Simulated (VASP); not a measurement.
# InGa3As2 (P4/mmm) in VASP: single point with PBE

Aim: the single point of InGa3As2 with PBE.

All numbers are computed with VASP 6.6.1; they aren't measurements. Logs are shortened: lines on timing, memory, paths and dates and some standing lists are left out, and cuts for length are marked.

## Step 1: The cell of the first run

The structure is tetragonal, space group P4/mmm (No. 123). The conventional cell has a = 3.328 Å, b = 3.328 Å, c = 11.298 Å, α = 90.00°, β = 90.00°, γ = 90.00°. Within 4.2 Å of In (site symmetry 4/mmm) lie 8 Ga at 3.21 Å and 4 In at 3.33 Å and 2 As at 3.73 Å. Within 3.7 Å of Ga (site symmetry 4mm) lie 4 As at 2.82 Å and 4 In at 3.21 Å and 5 Ga at 3.33 to 3.47 Å. Within 4.0 Å of Ga (site symmetry 4/mmm) lie 8 As at 3.04 Å and 6 Ga at 3.33 to 3.47 Å. Within 3.9 Å of As (site symmetry 4mm) lie 8 Ga at 2.82 to 3.04 Å and 5 As at 3.33 to 3.84 Å and 1 In at 3.73 Å.

## Step 2: Single point, PBE

POSCAR reads:

```
InGa3As2
1.0
    3.3284070561      0.0000000000      0.0000000000
    0.0000000000      3.3284070561      0.0000000000
    0.0000000000      0.0000000000     11.2979887592
In Ga As
1 3 2
Direct
    0.0000000000      0.0000000000      0.0000000000
    0.5000000000      0.5000000000      0.1933027100
    0.5000000000      0.5000000000      0.5000000000
    0.5000000000      0.5000000000      0.8066972900
    0.0000000000      0.0000000000      0.3301719537
    0.0000000000      0.0000000000      0.6698280463
```

INCAR.step1 reads:

```
ALGO = Fast ; EDIFF = 1E-7
ENCUT = 520 ; GGA = PE
ISIF = 2 ; ISMEAR = 0
LASPH = True ; LCHARG = True
LREAL = False ; LWAVE = False
NBANDS = 40 ; NELM = 80
PREC = Accurate ; SIGMA = 0.1
```

KPOINTS.step1 reads:

```
k-points
0
Gamma
  12 12 4
```

INCAR.step2 reads:

```
ALGO = Fast ; EDIFF = 1E-7
ENCUT = 520 ; GGA = PE
ICHARG = 11 ; ISIF = 2
ISMEAR = -5 ; LASPH = True
LCHARG = False ; LORBIT = 11
LREAL = False ; LWAVE = False
NBANDS = 40 ; NEDOS = 1001
NELM = 80 ; PREC = Accurate
SIGMA = 0.1
```

KPOINTS.step2 reads:

```
k-points
0
Gamma
  18 18 6
```

Potentials or basis: VASP PAW PBE potentials, release 64 (In_d, Ga_d, As).

Launch:

```bash
> cat potpaw_PBE.64/In_d/POTCAR potpaw_PBE.64/Ga_d/POTCAR potpaw_PBE.64/As/POTCAR > POTCAR
> cp INCAR.step1 INCAR
> cp KPOINTS.step1 KPOINTS
> mpirun -np 1 vasp_std > vasp.out
> cp INCAR.step2 INCAR
> cp KPOINTS.step2 KPOINTS
> mpirun -np 1 vasp_std > vasp.out
```

OUTCAR:

```text
EDIFF = 1E-7
   ENCUT = 520
   GGA = PE
   ICHARG = 11
   ISIF = 2
   ISMEAR = -5
   LASPH = True
   LORBIT = 11
   LREAL = False
   NELM = 80
   PREC = Accurate

 ion  position               nearest neighbor table
   1  0.000  0.000  0.000-   2 3.21   4 3.21   2 3.21   4 3.21   2 3.21   4 3.21   2 3.21   4 3.21

   2  0.500  0.500  0.193-   5 2.82   5 2.82   5 2.82   5 2.82   1 3.21   1 3.21   1 3.21   1 3.21

   3  0.500  0.500  0.500-
   4  0.500  0.500  0.807-   6 2.82   6 2.82   6 2.82   6 2.82   1 3.21   1 3.21   1 3.21   1 3.21

   5  0.000  0.000  0.330-   2 2.82   2 2.82   2 2.82   2 2.82
   6  0.000  0.000  0.670-   4 2.82   4 2.82   4 2.82   4 2.82

  LATTYP: Found a simple tetragonal cell.
 ALAT       =     3.3284070561
 C/A-ratio  =     3.3944131739

  Lattice vectors:

 A1 = (   3.3284070561,   0.0000000000,   0.0000000000)
 A2 = (   0.0000000000,   3.3284070561,   0.0000000000)
 A3 = (   0.0000000000,   0.0000000000,  11.2979887592)

Analysis of symmetry for initial positions (statically):
=====================================================================
 Subroutine PRICEL returns:
 Original cell was already a primitive cell.

 Routine SETGRP: Setting up the symmetry group for a
 simple tetragonal supercell.

 Subroutine GETGRP returns: Found 16 space group operations
 (whereof 16 operations were pure point group operations)
 out of a pool of 16 trial point group operations.

The static configuration has the point symmetry D_4h.

Analysis of symmetry for dynamics (positions and initial velocities):
=====================================================================
 Subroutine PRICEL returns:
 Original cell was already a primitive cell.

 Routine SETGRP: Setting up the symmetry group for a
 simple tetragonal supercell.

 Subroutine GETGRP returns: Found 16 space group operations
 (whereof 16 operations were pure point group operations)
 out of a pool of 16 trial point group operations.

The dynamic configuration has the point symmetry D_4h.

 Subroutine INISYM returns: Found 16 space group operations
 (whereof 16 operations are pure point group operations),
 and found     1 'primitive' translations

----------------------------------------------------------------------------------------

                                     Primitive cell

  volume of cell :     125.1624

  direct lattice vectors                    reciprocal lattice vectors
     3.328407056  0.000000000  0.000000000     0.300444021  0.000000000  0.000000000
     0.000000000  3.328407056  0.000000000     0.000000000  0.300444021  0.000000000
     0.000000000  0.000000000 11.297988759     0.000000000  0.000000000  0.088511329

  length of vectors
     3.328407056  3.328407056 11.297988759     0.300444021  0.300444021  0.088511329

  position of ions in fractional coordinates (direct lattice)
     0.000000000  0.000000000  0.000000000
     0.500000000  0.500000000  0.193302710
     0.500000000  0.500000000  0.500000000
     0.500000000  0.500000000  0.806697290
     0.000000000  0.000000000  0.330171954
     0.000000000  0.000000000  0.669828046

  ion indices of the primitive-cell ions
   primitive index   ion index
                 1           1
                 2           2
                 3           3
                 4           4
                 5           5
                 6           6

----------------------------------------------------------------------------------------

 KPOINTS: k-points

Automatic generation of k-mesh.
 Grid dimensions read from file:
 generate k-points for:   18   18    6

 Generating k-lattice:

  Cartesian coordinates                     Fractional coordinates (reciprocal lattice)
     0.016691335  0.000000000  0.000000000     0.055555556  0.000000000  0.000000000
     0.000000000  0.016691335  0.000000000     0.000000000  0.055555556  0.000000000
     0.000000000  0.000000000  0.014751888     0.000000000  0.000000000  0.166666667

  Length of vectors
     0.016691335  0.016691335  0.014751888

  Shift w.r.t. Gamma in fractional coordinates (k-lattice)
     0.000000000  0.000000000  0.000000000

 TETIRR: Found   2916 inequivalent tetrahedra from    11664

 Subroutine IBZKPT returns following result:
 ===========================================

 Found    220 irreducible k-points:

 Following reciprocal coordinates:
            Coordinates               Weight
  0.000000  0.000000  0.000000      1.000000
  0.055556  0.000000  0.000000      4.000000
  0.111111  0.000000  0.000000      4.000000
  0.166667  0.000000  0.000000      4.000000
  0.222222  0.000000  0.000000      4.000000
  0.277778  0.000000  0.000000      4.000000
[... 16 lines left out ...]
  0.277778  0.111111  0.000000      8.000000
  0.333333  0.111111  0.000000      8.000000
 [... further k-points ...]
   k-points           NKPTS =    220   k-points in BZ     NKDIM =    220   number of bands    NBANDS=     40
   number of dos      NEDOS =   1001   number of ions     NIONS =      6
   total plane-waves  NPLWV =  65856
   dimension x,y,z NGX =    28 NGY =   28 NGZ =   84
   dimension x,y,z NGXF=    56 NGYF=   56 NGZF=  168
   ions per type =               1   3   2
   NGX,Y,Z   is equivalent  to a cutoff of  13.99, 13.99, 12.36 a.u.
   NGXF,Y,Z  is equivalent  to a cutoff of  27.97, 27.97, 24.72 a.u.
 SYSTEM =  unknown system
   PREC   = accura    normal or accurate (medium, high low for compatibility)
   ISTART =      0    job   : 0-new  1-cont  2-samecut
   ICHARG =     11    charge: 1-file 2-atom 10-const
   ISPIN  =      1    spin polarized calculation?
   LNONCOLLINEAR =      F non collinear calculations
   LSORBIT =      F    spin-orbit coupling
   LASPH  =      T    aspherical Exc in radial PAW
   ENCUT  =  520.0 eV  38.22 Ry    6.18 a.u.   6.19  6.19 21.01*2*pi/ulx,y,z
   NELM   =     80;   NELMIN=  2; NELMDL=  0     # of ELM steps
   EDIFF  = 0.1E-06   stopping-criterion for ELM
   LREAL  =      F    real-space projection
   EDIFFG = 0.1E-05   stopping-criterion for IOM
   NSW    =      0    number of steps for IOM
   IBRION =     -1    ionic relax: 0-MD 1-quasi-New 2-CG
   NFREE  =      0    steps in history (QN), initial steepest desc. (CG)
   ISIF   =      2    stress and relaxation
   ISYM   =      2    0-nonsym 1-usesym 2-fastsym
   POTIM  = 0.5000    time-step for ionic-motion
   TEBEG  =    0.0;   TEEND  =   0.0 temperature during run
   PSTRESS=    0.0 pullay stress
   NELECT =      62.0000    total number of electrons
   NUPDOWN=      -1.0000    fix difference up-down
   EMIN   =  10.00;   EMAX   =-10.00  energy-range for DOS
   EFERMI =   0.00;   METHOD = LEGACY
   ISMEAR =    -5;   SIGMA  =   0.10  broadening in eV -4-tet -1-fermi 0-gaus
   EFERMI_NEDOS =   21; number of points for ismear=-14 and -15
   IALGO  =     68    algorithm
   IMIX   =      4    mixing-type and parameters
     AMIX     =   0.40;   BMIX     =  1.00
     AMIX_MAG =   1.60;   BMIX_MAG =  1.00
  volume/ion in A,a.u.               =      20.86       140.77
  Fermi-wavevector in a.u.,A,eV,Ry     =   1.295331  2.447820 22.828972  1.677882
  Thomas-Fermi vector in A             =   2.426857
   LORBIT       =     11    0 simple, 1 ext, 2 COOP (PROOUT), +10 PAW based schemes
   GGA     = PE    functional components
   LHFCALC =     F    Hartree Fock is set to
   AEXX    =    0.0000 exact exchange contribution
   IVDW    =     0    specifies the selected vdW correction
   LEPSILON=     F    determine dielectric tensor
   LRPA    =     F    only Hartree local field effects (RPA)
 non-spin polarized calculation
 RMM-DIIS sequential band-by-band and
 Fermi weights with tetrahedron method with Bloechl corrections
  energy-cutoff  :      520.00
  volume of cell :      125.16
 maximum number of plane-waves:      3416
 NGX is ok and might be reduce to    28

 number of electron      62.0000017 magnetization

 Free energy of the ion-electron system (eV)
  ---------------------------------------------------
  ext. energy  EPLUGINS =         0.00000000
  ---------------------------------------------------
  free energy    TOTEN  =       -19.97458523 eV

  energy without entropy =      -19.97458523  energy(sigma->0) =      -19.97458523

 E-fermi :   5.7959     XC(G=0): -10.5905

 val. band max:        5.9131088792   @ k =   0.5000   0.3889   0.5000
 cond. band min:       5.6775841989   @ k =   0.2778   0.1111   0.5000
 fundamental gap:     -0.2355246803
 Fermi energy:         5.7959378976

 k-point     1 :       0.0000    0.0000    0.0000
  band No.  band energies     occupation
      1      -9.0452      2.00000
      2      -9.0217      2.00000
      3      -9.0057      2.00000
      4      -8.9964      2.00000
      5      -8.9647      2.00000
      6      -8.9581      2.00000
[... 32 lines left out ...]
     39      12.1842      0.00000
     40      12.4141      0.00000

 k-point     2 :       0.0556    0.0000    0.0000
  band No.  band energies     occupation
      1      -9.0423      2.00000
      2      -9.0199      2.00000
      3      -9.0038      2.00000
      4      -8.9944      2.00000
      5      -8.9638      2.00000
      6      -8.9606      2.00000
[... 935 lines left out ...]
     39      11.6818      0.00000
     40      11.9426      0.00000

 k-point    24 :       0.3333    0.1111    0.0000
  band No.  band energies     occupation
      1      -9.0224      2.00000
      2      -9.0052      2.00000
      3      -8.9870      2.00000
      4      -8.9810      2.00000
      5      -8.9693      2.00000
      6      -8.9638      2.00000
[... 32 lines left out ...]
     39      11.4835      0.00000
     40      12.2678      0.00000

 [... further k-points ...]

------------------------ aborting loop because EDIFF is reached ----------------------------------------

  FORCE on cell =-STRESS in cart. coord.  units (eV):
  Direction    XX          YY          ZZ          XY          YZ          ZX
  --------------------------------------------------------------------------------------
  -------------------------------------------------------------------------------------
  Total        0.0515570      0.0515570      0.3237378      0.0000000      0.0000000     -0.0000000
  in kB        0.6599698      0.6599698      4.1440983      0.0000000      0.0000000     -0.0000000
  external PRESSURE =       1.8213460 kB  Pullay stress =       0.0000000 kB

 VOLUME and BASIS-vectors are now :
 -----------------------------------------------------------------------------
  energy-cutoff  :      520.00
  volume of cell :      125.16
      direct lattice vectors                 reciprocal lattice vectors
     3.328407056  0.000000000  0.000000000     0.300444021  0.000000000  0.000000000
     0.000000000  3.328407056  0.000000000     0.000000000  0.300444021  0.000000000
     0.000000000  0.000000000 11.297988759     0.000000000  0.000000000  0.088511329

 POSITION                                       TOTAL-FORCE (eV/Angst)
 -----------------------------------------------------------------------------------
      0.00000      0.00000      0.00000        -0.000000      0.000000      0.000000
      1.66420      1.66420      2.18393        -0.000000     -0.000000     -0.002836
      1.66420      1.66420      5.64899        -0.000000      0.000000      0.000000
      1.66420      1.66420      9.11406        -0.000000     -0.000000      0.002836
      0.00000      0.00000      3.73028        -0.000000     -0.000000      0.038908
      0.00000      0.00000      7.56771         0.000000      0.000000     -0.038908
 -----------------------------------------------------------------------------------
    total drift:                                0.000000      0.000000      0.000000

  FREE ENERGIE OF THE ION-ELECTRON SYSTEM (eV)
  ---------------------------------------------------
  free  energy   TOTEN  =       -19.9745852252 eV

  energy  without entropy=      -19.9745852252  energy(sigma->0) =      -19.97458523

 total charge

# of ion       s       p       d       tot
------------------------------------------
    1        0.994   0.459   9.856  11.309
    2        1.037   0.501   9.962  11.500
    3        1.091   0.393   9.957  11.441
    4        1.037   0.501   9.962  11.500
    5        1.309   1.316   0.036   2.661
    6        1.309   1.316   0.036   2.661
--------------------------------------------------
tot          6.777   4.486  39.809  51.072
```

Run time: 36 min. Hardware: 1 thread of Intel Xeon Platinum 8259CL at 2.50GHz (Skylake/Cascade Lake), shared host; peak memory 0.98 GiB.

Results:

```
Valence electrons inside the program's atomic spheres : In 11.31; Ga 11.50, 11.44 (each value once); As 2.66
```

Caveat: spin-orbit coupling is left out, which moves the levels of the heavy elements; tetrahedron occupations give inexact forces and stress in metals.
